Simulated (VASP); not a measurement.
Here is a VASP 6.6.1 calculation.

File INCAR:

```
PREC = Accurate
ENCUT = 600
EDIFF = 1E-7
ISMEAR = 0
SIGMA = 0.1
LREAL = F
LASPH = T
NELM = 150
ALGO = Normal
ISIF = 3
LWAVE = F
LCHARG = F
ISPIN = 2
MAGMOM = 0 0 0 0 0 0.39
LORBIT = 11
GGA = PE
IBRION = 2
NSW = 90
EDIFFG = -0.04
```

KPOINTS

```
Automatic mesh
0
Gamma
  6 6 2
```

POSCAR

```
ZnCd3SO
1.0
    3.7099946923      0.0000000000      0.0000000000
    0.0000000000      3.7099946923      0.0000000000
    0.0000000000      0.0000000000     10.0703935054
Zn Cd S O
1 3 1 1
Direct
    0.5000000000      0.5000000000      0.0000000000
    0.5000000000      0.5000000000      0.2569661423
    0.5000000000      0.5000000000      0.7430338577
    0.0000000000      0.0000000000      0.0000000000
    0.5000000000      0.5000000000      0.5000000000
    0.0000000000      0.0000000000      0.5000000000
```

Potentials or basis: VASP PAW PBE potentials, release 64 (Zn, Cd, S, O).

Command:

```console
$ cat potpaw_PBE.64/Zn/POTCAR potpaw_PBE.64/Cd/POTCAR potpaw_PBE.64/S/POTCAR potpaw_PBE.64/O/POTCAR > POTCAR
$ mpirun -np 1 vasp_std > vasp.out
```

Problem. Predict the net moment.

Solution. 0.00 μB per cell.

Problem. What does it give for the band gap on the k mesh?

Solution. Zero (filled and empty bands overlap).

Forces in eV/Å, atoms in the order of the input:
```
Zn   0.000  0.000  0.000
Cd   0.000  0.000  0.003
Cd   0.000  0.000 -0.003
Cd   0.000  0.000  0.000
S    0.000  0.000  0.000
O    0.000  0.000  0.000
```
